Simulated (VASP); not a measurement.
Crystal: Si2C.

```
CELL_PARAMETERS angstrom
4.43245 0.00000 0.00000
-2.21623 3.83862 0.00000
0.00000 0.00000 2.85978
ATOMIC_POSITIONS crystal
Si 0.33333 0.66667 0.50000
Si 0.66667 0.33333 0.50000
C 0.00000 0.00000 0.00000
```

| Quantity | Value |
| --- | --- |
| Program | VASP 6.6.1 |
| Task | relaxation of cell and atoms |
| Functional | PBE |
| Potentials or basis | VASP PAW PBE potentials, release 64 (Si, C) |
| Cutoff | 600 eV |
| k mesh | 6 × 6 × 6 |
| Occupations | gaussian, width 0.1 eV |
| Spin | no spin polarisation |

At the start: pressure -16.5 GPa; volume 16.22 Å³/atom.

Question: Where does the relaxation end?

Answer: Over 8 steps the energy falls by 250.9 meV/atom and the volume is 12.64 Å³/atom (-22.1 %); space group P6/mmm (No. 191, to 0.05 Å).

Step by step:
```
step  energy change (eV)  largest force (eV/Å)  pressure (GPa)  volume (Å³)
   1              0.0000                0.0000          -16.50        48.66
   2             -0.7098                0.0000            0.18        37.81
   3             -0.7098                0.0000            0.31        37.77
   4             -0.7485                0.0000            1.07        37.54
   5             -0.7506                0.0000            1.34        37.48
   6             -0.7507                0.0000            1.42        37.47
   7             -0.7524                0.0000           -0.52        38.09
   8             -0.7527                0.0000            0.02        37.92
```

Final structure:
```xyz
3
Lattice="3.9986 0.0000 0.0000 -1.9993 3.4629 0.0000 0.0000 0.0000 2.7382" Properties=species:S:1:pos:R:3 pbc="T T T"
Si    0.0000    2.3086    1.3691
Si    1.9993    1.1543    1.3691
C     3.9986    0.0000    0.0000
```

Caveat: the k points lie up to 0.38 Å⁻¹ apart in the final cell; the volume moved by over 15 % at a fixed basis, so the end points are rough.
